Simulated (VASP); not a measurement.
# BeZn3Te4 (P1) in VASP: relaxation of cell and atoms with PBE

Aim: the relaxation of cell and atoms of BeZn3Te4 with PBE.

Program: VASP 6.6.1. These are calculated values, not measurements. Logs are shortened: lines on timing, memory, paths and dates and some standing lists are left out, and cuts for length are marked.

### 1 The cell of the first run

The typed cell holds 8 atoms: a = 6.044 Å, b = 5.856 Å, c = 5.956 Å, α = 90.52°, β = 89.70°, γ = 90.21°.

### 2 Relaxation of cell and atoms, PBE

Input file INCAR:

```
SYSTEM = BeZn3Te4
PREC = Accurate
ENCUT = 600
EDIFF = 1E-6
ISMEAR = 0
SIGMA = 0.1
LREAL = .FALSE.
LASPH = .TRUE.
NELM = 60
ALGO = Normal
ISIF = 3
LWAVE = .FALSE.
LCHARG = .FALSE.
GGA = PE
IBRION = 2
NSW = 80
EDIFFG = -0.025
```

Input file KPOINTS:

```
regular mesh
0
G
  2 2 2
  0 0 0
```

Input file POSCAR:

```
BeZn3Te4
1.0
    6.0444603215     -0.0107913822      0.0158000971
   -0.0107913822      5.8561939916     -0.0270283360
    0.0158000971     -0.0270283360      5.9554854186
Be Zn Te
1 3 4
Direct
    0.5004926347      0.5124222247      0.5028977390
   -0.0062388102     -0.0103765347      0.5082209253
   -0.0024040266      0.5071022653      0.0001962774
    0.4933993905      0.0011227907     -0.0070484955
    0.2731535234      0.2397877978      0.2603570834
    0.2712413990      0.7401345953      0.7446916098
    0.7369875016      0.2772197723      0.7301549733
    0.7333683877      0.7325870886      0.2605298873
```

Potentials or basis: VASP PAW PBE potentials, release 64 (Be, Zn, Te).

The run is started by

```sh
$ cat potpaw_PBE.64/Be/POTCAR potpaw_PBE.64/Zn/POTCAR potpaw_PBE.64/Te/POTCAR > POTCAR
$ mpirun -np 1 vasp_std > vasp.out
```

OUTCAR:

```text
SYSTEM = BeZn3Te4
   PREC = Accurate
   ENCUT = 600
   EDIFF = 1E-6
   ISMEAR = 0
   LREAL = .FALSE.
   LASPH = .TRUE.
   NELM = 60
   ISIF = 3
   GGA = PE
   IBRION = 2
   NSW = 80
   EDIFFG = -0.025

 ion  position               nearest neighbor table
   1  0.500  0.512  0.503-   8 2.39   6 2.39   7 2.42   5 2.55
   2  0.994  0.990  0.508-   8 2.62   7 2.64   6 2.65   5 2.68
   3  0.998  0.507  0.000-   8 2.58   7 2.62   6 2.63   5 2.78
   4  0.493  0.001  0.993-   5 2.49   6 2.51   8 2.68   7 2.69
   5  0.273  0.240  0.260-   4 2.49   1 2.55   2 2.68   3 2.78
   6  0.271  0.740  0.745-   1 2.39   4 2.51   3 2.63   2 2.65
   7  0.737  0.277  0.730-   1 2.42   3 2.62   2 2.64   4 2.69
   8  0.733  0.733  0.261-   1 2.39   3 2.58   2 2.62   4 2.68

  LATTYP: Found a triclinic cell.
 ALAT       =     5.9555677097
 B/A-ratio  =     1.3960369746
 C/A-ratio  =     1.0149310527
 COS(alpha) =     0.0012146125
 COS(beta)  =     0.0052750156
 COS(gamma) =     0.7098625165

  Lattice vectors:

 A1 = (  -0.0158000971,   0.0270283360,  -5.9554854186)
 A2 = (  -0.0050087149,  -5.8291656556,  -5.9284570826)
 A3 = (  -6.0444603215,   0.0107913822,  -0.0158000971)

Analysis of symmetry for initial positions (statically):
=====================================================================
 Subroutine PRICEL returns:
 Original cell was already a primitive cell.

 Routine SETGRP: Setting up the symmetry group for a
 triclinic supercell.

 Subroutine GETGRP returns: Found  1 space group operations
 (whereof  1 operations were pure point group operations)
 out of a pool of  2 trial point group operations.

The static configuration has the point symmetry C_1 .

Analysis of symmetry for dynamics (positions and initial velocities):
=====================================================================
 Subroutine PRICEL returns:
 Original cell was already a primitive cell.

 Routine SETGRP: Setting up the symmetry group for a
 triclinic supercell.

 Subroutine GETGRP returns: Found  1 space group operations
 (whereof  1 operations were pure point group operations)
 out of a pool of  2 trial point group operations.

The dynamic configuration has the point symmetry C_1 .

 Subroutine INISYM returns: Found  1 space group operations
 (whereof  1 operations are pure point group operations),
 and found     1 'primitive' translations

----------------------------------------------------------------------------------------

                                     Primitive cell

  volume of cell :     210.8029

  direct lattice vectors                    reciprocal lattice vectors
     6.044460321 -0.010791382  0.015800097     0.165442426  0.000302846 -0.000437550
    -0.010791382  5.856193992 -0.027028336     0.000302846  0.170763502  0.000774188
     0.015800097 -0.027028336  5.955485419    -0.000437550  0.000774188  0.167917100

  length of vectors
     6.044490605  5.856266306  5.955567710     0.165443282  0.170765525  0.167919454

  position of ions in fractional coordinates (direct lattice)
     0.500492635  0.512422225  0.502897739
     0.993761190  0.989623465  0.508220925
     0.997595973  0.507102265  0.000196277
     0.493399391  0.001122791  0.992951504
     0.273153523  0.239787798  0.260357083
     0.271241399  0.740134595  0.744691610
     0.736987502  0.277219772  0.730154973
     0.733368388  0.732587089  0.260529887

  ion indices of the primitive-cell ions
   primitive index   ion index
                 1           1
                 2           2
                 3           3
                 4           4
                 5           5
                 6           6
                 7           7
                 8           8

----------------------------------------------------------------------------------------

 KPOINTS: regular mesh

Automatic generation of k-mesh.
 Grid dimensions read from file:
 generate k-points for:    2    2    2

 Generating k-lattice:

  Cartesian coordinates                     Fractional coordinates (reciprocal lattice)
     0.082721213  0.000151423 -0.000218775     0.500000000  0.000000000 -0.000000000
     0.000151423  0.085381751  0.000387094     0.000000000  0.500000000  0.000000000
    -0.000218775  0.000387094  0.083958550     0.000000000 -0.000000000  0.500000000

  Length of vectors
     0.082721641  0.085382763  0.083959727

  Shift w.r.t. Gamma in fractional coordinates (k-lattice)
     0.000000000  0.000000000  0.000000000

 Subroutine IBZKPT returns following result:
 ===========================================

 Found      8 irreducible k-points:

 Following reciprocal coordinates:
            Coordinates               Weight
  0.000000  0.000000  0.000000      1.000000
  0.500000  0.000000  0.000000      1.000000
 -0.000000  0.500000  0.000000      1.000000
  0.500000  0.500000  0.000000      1.000000
  0.000000  0.000000  0.500000      1.000000
  0.500000  0.000000  0.500000      1.000000
  0.000000  0.500000  0.500000      1.000000
  0.500000  0.500000  0.500000      1.000000
   k-points           NKPTS =      8   k-points in BZ     NKDIM =      8   number of bands    NBANDS=     37
   number of dos      NEDOS =    301   number of ions     NIONS =      8
   total plane-waves  NPLWV = 110592
   dimension x,y,z NGX =    48 NGY =   48 NGZ =   48
   dimension x,y,z NGXF=    96 NGYF=   96 NGZF=   96
   ions per type =               1   3   4
   NGX,Y,Z   is equivalent  to a cutoff of  13.20, 13.63, 13.40 a.u.
   NGXF,Y,Z  is equivalent  to a cutoff of  26.40, 27.25, 26.80 a.u.
 SYSTEM =  BeZn3Te4
   PREC   = accura    normal or accurate (medium, high low for compatibility)
   ISTART =      0    job   : 0-new  1-cont  2-samecut
   ICHARG =      2    charge: 1-file 2-atom 10-const
   ISPIN  =      1    spin polarized calculation?
   LNONCOLLINEAR =      F non collinear calculations
   LSORBIT =      F    spin-orbit coupling
   LASPH  =      T    aspherical Exc in radial PAW
   ENCUT  =  600.0 eV  44.10 Ry    6.64 a.u.  12.07 11.70 11.89*2*pi/ulx,y,z
   NELM   =     60;   NELMIN=  2; NELMDL= -5     # of ELM steps
   EDIFF  = 0.1E-05   stopping-criterion for ELM
   LREAL  =      F    real-space projection
   EDIFFG = -.3E-01   stopping-criterion for IOM
   NSW    =     80    number of steps for IOM
   IBRION =      2    ionic relax: 0-MD 1-quasi-New 2-CG
   NFREE  =      1    steps in history (QN), initial steepest desc. (CG)
   ISIF   =      3    stress and relaxation
   ISYM   =      2    0-nonsym 1-usesym 2-fastsym
   POTIM  = 0.5000    time-step for ionic-motion
   TEBEG  =    0.0;   TEEND  =   0.0 temperature during run
   PSTRESS=    0.0 pullay stress
   NELECT =      62.0000    total number of electrons
   NUPDOWN=      -1.0000    fix difference up-down
   EMIN   =  10.00;   EMAX   =-10.00  energy-range for DOS
   EFERMI =   0.00;   METHOD = LEGACY
   ISMEAR =     0;   SIGMA  =   0.10  broadening in eV -4-tet -1-fermi 0-gaus
   EFERMI_NEDOS =   21; number of points for ismear=-14 and -15
   IALGO  =     38    algorithm
   IMIX   =      4    mixing-type and parameters
     AMIX     =   0.40;   BMIX     =  1.00
     AMIX_MAG =   1.60;   BMIX_MAG =  1.00
  volume/ion in A,a.u.               =      26.35       177.82
  Fermi-wavevector in a.u.,A,eV,Ry     =   1.088712  2.057368 16.126914  1.185295
  Thomas-Fermi vector in A             =   2.224900
   LORBIT       =      0    0 simple, 1 ext, 2 COOP (PROOUT), +10 PAW based schemes
   GGA     = PE    functional components
   LHFCALC =     F    Hartree Fock is set to
   AEXX    =    0.0000 exact exchange contribution
   IVDW    =     0    specifies the selected vdW correction
   LEPSILON=     F    determine dielectric tensor
   LRPA    =     F    only Hartree local field effects (RPA)
 conjugate gradient relaxation of ions
 non-spin polarized calculation
 Gauss-broadening in eV      SIGMA  =   0.10
  energy-cutoff  :      600.00
  volume of cell :      210.80
 maximum number of plane-waves:      7076
   NGX = 25   NGY = 23   NGZ = 23

--------------------------------------- Ionic step        1  -------------------------------------------

 number of electron      61.9999997 magnetization

 Free energy of the ion-electron system (eV)
  ---------------------------------------------------
  ext. energy  EPLUGINS =         0.00000000
  ---------------------------------------------------
  free energy    TOTEN  =       -22.35779463 eV

  energy without entropy =      -22.35779463  energy(sigma->0) =      -22.35779463

------------------------ aborting loop because EDIFF is reached ----------------------------------------

  FORCE on cell =-STRESS in cart. coord.  units (eV):
  Direction    XX          YY          ZZ          XY          YZ          ZX
  --------------------------------------------------------------------------------------
  -------------------------------------------------------------------------------------
  Total        3.5693176      5.0810628      4.7139409     -0.0738465      1.7942057     -0.8434330
  in kB       27.1280852     38.6178873     35.8276300     -0.5612598     13.6366028     -6.4103910
  external PRESSURE =      33.8578675 kB  Pullay stress =       0.0000000 kB
[... 107 lines left out ...]
  FREE ENERGIE OF THE ION-ELECTRON SYSTEM (eV)
  ---------------------------------------------------
  free  energy   TOTEN  =       -22.6366388182 eV

  energy  without entropy=      -22.6366388182  energy(sigma->0) =      -22.63663882

[... ionic steps 4 to 14 ...]

--------------------------------------- Ionic step       15  -------------------------------------------

 number of electron      62.0000047 magnetization

------------------------ aborting loop because EDIFF is reached ----------------------------------------

  FORCE on cell =-STRESS in cart. coord.  units (eV):
  Direction    XX          YY          ZZ          XY          YZ          ZX
  --------------------------------------------------------------------------------------
  -------------------------------------------------------------------------------------
  Total        0.1347590      0.0510465      0.1364012     -0.0154423      0.0046830      0.0238044
  in kB        0.9678872      0.3666342      0.9796822     -0.1109119      0.0336349      0.1709716
  external PRESSURE =       0.7714012 kB  Pullay stress =       0.0000000 kB
[... 69 lines left out ...]
  energy  without entropy=      -22.7123526913  energy(sigma->0) =      -22.71235269

--------------------------------------- Ionic step       17  -------------------------------------------

 number of electron      62.0000052 magnetization

 Free energy of the ion-electron system (eV)
  ---------------------------------------------------
  ext. energy  EPLUGINS =         0.00000000
  ---------------------------------------------------
  free energy    TOTEN  =       -22.71263105 eV

  energy without entropy =      -22.71263105  energy(sigma->0) =      -22.71263105

 E-fermi :   3.7585     XC(G=0):  -8.8004

 val. band max:        3.2528499519   @ k =   0.0000   0.0000   0.0000
 cond. band min:       4.8080796682   @ k =   0.0000   0.0000   0.0000
 fundamental gap:      1.5552297163
 Fermi energy:         3.7584608932

 k-point     1 :       0.0000    0.0000    0.0000
  band No.  band energies     occupation
      1      -8.3936      2.00000
      2      -7.1635      2.00000
      3      -7.1604      2.00000
      4      -7.1545      2.00000
      5      -3.5211      2.00000
      6      -3.5207      2.00000
[... 344 lines left out ...]
  FREE ENERGIE OF THE ION-ELECTRON SYSTEM (eV)
  ---------------------------------------------------
  free  energy   TOTEN  =       -22.7126310518 eV

  energy  without entropy=      -22.7126310518  energy(sigma->0) =      -22.71263105

 reached required accuracy - stopping structural energy minimisation
```

Wall time 11 min (1 thread of Intel Xeon Platinum 8488C (Sapphire Rapids), shared host); peak memory 0.37 GiB.

Results:

```
Free energy                           : -22.7126 eV
Relaxed volume                        : 27.91 Å³/atom
Relaxed cell                          : a = 6.065 Å, b = 6.070 Å, c = 6.065 Å, α = 90.03°, β = 90.00°, γ = 90.01°
Space group after relaxing (to 0.1 Å) : P-43m (No. 215)
Energy gained by relaxing             : 44.4 meV/atom
Ionic steps                           : 17
Pressure after relaxing               : 0.0 GPa
Largest force after relaxing          : 0.018 eV/Å
Band gap on the k mesh                : 1.56 eV
```

Forces on the atoms (eV/Å):
```
Be  -0.010 -0.010 -0.011
Zn   0.001  0.015 -0.001
Zn  -0.002 -0.015  0.001
Zn   0.004  0.003  0.007
Te  -0.001  0.014 -0.009
Te   0.004  0.001  0.004
Te   0.000 -0.011  0.010
Te   0.004  0.003 -0.001
```

Step by step:
| step | energy change (eV) | largest force (eV/Å) | pressure (GPa) | volume (Å³) |
| --- | --- | --- | --- | --- |
| 1 | 0.0000 | 1.4156 | 3.39 | 210.80 |
| 2 | -0.2774 | 0.4295 | -0.94 | 228.22 |
| 3 | -0.2788 | 0.4782 | -0.67 | 226.82 |
| 4 | -0.3252 | 0.2773 | -0.27 | 224.66 |
| 5 | -0.3448 | 0.1033 | 0.24 | 222.19 |
| 6 | -0.3488 | 0.0748 | -0.03 | 223.53 |
| 7 | -0.3490 | 0.0743 | -0.09 | 223.89 |
| 8 | -0.3504 | 0.0595 | -0.04 | 223.58 |
| 9 | -0.3513 | 0.0536 | 0.04 | 223.25 |
| 10 | -0.3507 | 0.0858 | 0.16 | 222.57 |
| 11 | -0.3514 | 0.0623 | 0.07 | 223.05 |
| 12 | -0.3526 | 0.0556 | -0.04 | 223.46 |
| 13 | -0.3531 | 0.0493 | -0.13 | 223.89 |
| 14 | -0.3539 | 0.0390 | -0.04 | 223.59 |
| 15 | -0.3545 | 0.0300 | 0.08 | 223.07 |
| 16 | -0.3546 | 0.0287 | 0.07 | 223.01 |
| 17 | -0.3548 | 0.0182 | 0.02 | 223.26 |

Final structure:
```
CELL_PARAMETERS angstrom
6.06506 -0.00066 -0.00023
-0.00065 6.06992 -0.00174
0.00031 -0.00095 6.06451
ATOMIC_POSITIONS crystal
Be 0.50035 0.50016 0.50038
Zn 0.99940 0.99891 0.49989
Zn 0.00067 0.50037 0.00082
Zn 0.49980 0.00069 0.99903
Te 0.26210 0.26137 0.26274
Te 0.26195 0.73783 0.73785
Te 0.73856 0.26272 0.73772
Te 0.73717 0.73796 0.26157
```

Caveat: the k points lie up to 0.52 Å⁻¹ apart in the final cell; spin-orbit coupling is left out, which moves the levels of the heavy elements.
